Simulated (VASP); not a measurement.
Write the native input for VASP 6.6.1 that does the following.

```
Task                   : single point
Functional             : PBEsol
Potentials or basis    : VASP PAW PBE potentials, release 64 (Cd, Se)
Cutoff                 : 520 eV
k mesh                 : 8 × 8 × 8
Occupations            : fermi-dirac, width 0.05 eV
Spin                   : non-collinear spin, zero start, spin-orbit coupling
Starting moments       : [[0.0, 0.0, 0.0], [0.0, 0.0, 0.0]] μB
Dipole correction      : no
Further INCAR settings : ALGO = Normal; EDIFF = 1e-06; NBANDS = 30
```

The structure of CdSe lies in POSCAR:

```
CdSe
1.0
    0.0000000000      3.1106741371      3.1106741371
    3.1106741371      0.0000000000      3.1106741371
    3.1106741371      3.1106741371      0.0000000000
Cd Se
1 1
Direct
    0.0000000000      0.0000000000      0.0000000000
    0.2500000000      0.2500000000      0.2500000000
```

One way to write it, as run:

INCAR

```
SYSTEM = CdSe
PREC     = Accurate       ! precision mode
ENCUT    = 520            ! plane-wave cutoff, eV
EDIFF    = 1E-6           ! SCF threshold, eV
ISMEAR   = -1             ! smearing method
SIGMA    = 0.05           ! smearing width, eV
LREAL    = .False.        ! projectors in reciprocal space
LASPH    = .True.         ! aspherical terms in the spheres
NELM     = 150            ! most SCF steps
ALGO     = Normal         ! electronic algorithm
ISIF     = 2              ! what is computed and relaxed
LWAVE    = .False.        ! write WAVECAR
LCHARG   = .True.         ! write CHGCAR
MAGMOM   = 0 0 0 0 0 0    ! initial moments
LORBIT   = 11             ! projections on sites
LSORBIT  = .True.         ! spin-orbit coupling
GGA_COMPAT= .False.      
LORBMOM  = .True.       
GGA      = PS             ! functional
LVHAR    = .True.       
NBANDS   = 30             ! bands
```

KPOINTS

```
Automatic mesh
0
Gamma
  8 8 8
  0 0 0
```

Potentials or basis: VASP PAW PBE potentials, release 64 (Cd, Se).

Launch:

```sh
$ cat potpaw_PBE.64/Cd/POTCAR potpaw_PBE.64/Se/POTCAR > POTCAR
$ mpirun -np 1 vasp_ncl > vasp.out
```

Results of the run:

```yaml
Pressure: -2.8 GPa
Net_moment: 0.00 μB per cell
Valence_electrons_inside_the_program's_atomic_spheres: Cd 10.27; Se 3.81
```

Caveat: the PAW data sets were made with another functional, which shifts forces and pressure a little.

Wall time 2.4 min on 1 thread of Intel(R) Xeon(R) Platinum 8488C (Sapphire Rapids), on a shared host, peak memory 0.44 GiB.
